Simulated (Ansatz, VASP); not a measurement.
## One calculation of AlH7, two programs

```xyz
16
Lattice="7.4537 0.0000 0.0000 -3.7268 6.4551 0.0000 0.0000 0.0000 4.7812" Properties=species:S:1:pos:R:3 pbc="T T T"
Al    0.0000    0.0000    0.0000
Al    0.0000    0.0000    2.3906
H     0.0000    4.3034    2.0167
H     0.0000    4.3034    2.7644
H     0.0000    4.3034    4.4073
H     0.0000    4.3034    0.3739
H     3.7268    2.1517    4.4073
H     3.7268    2.1517    0.3739
H     3.7268    2.1517    2.0167
H     3.7268    2.1517    2.7644
H    -3.0691    5.3158    3.5859
H     6.1382    0.0000    3.5859
H     3.0691    5.3158    1.1953
H     0.6577    1.1392    3.5859
H    -0.6577    1.1392    1.1953
H     1.3155    0.0000    1.1953
```

Alike in both runs: task relaxation of cell and atoms; functional PBE; k mesh 6 × 6 × 6; occupations gaussian, width 0.02 eV; no spin polarisation.

|  | VASP | Ansatz |
| --- | --- | --- |
| version | VASP 6.6.1 | Ansatz 0.2.0 |
| potentials or method | VASP PAW PBE potentials, release 64 (Al, H), cutoff 600 eV | scalar-relativistic, plane waves, PAW |
| valence electrons in the cell | 20 | 20 |

|  | VASP | Ansatz | Ansatz less VASP |
| --- | --- | --- | --- |
| gap on the k mesh at the Fermi level, each at its own relaxed structure (eV) | 2.28 | 2.29 | +0.008 |
| relaxed volume (Å³/atom) | 14.37 | 14.38 | +0.005 |
| relaxed length of the cell vector where the two differ most in proportion (Å) | 4.780 | 4.781 | +0.0012 |
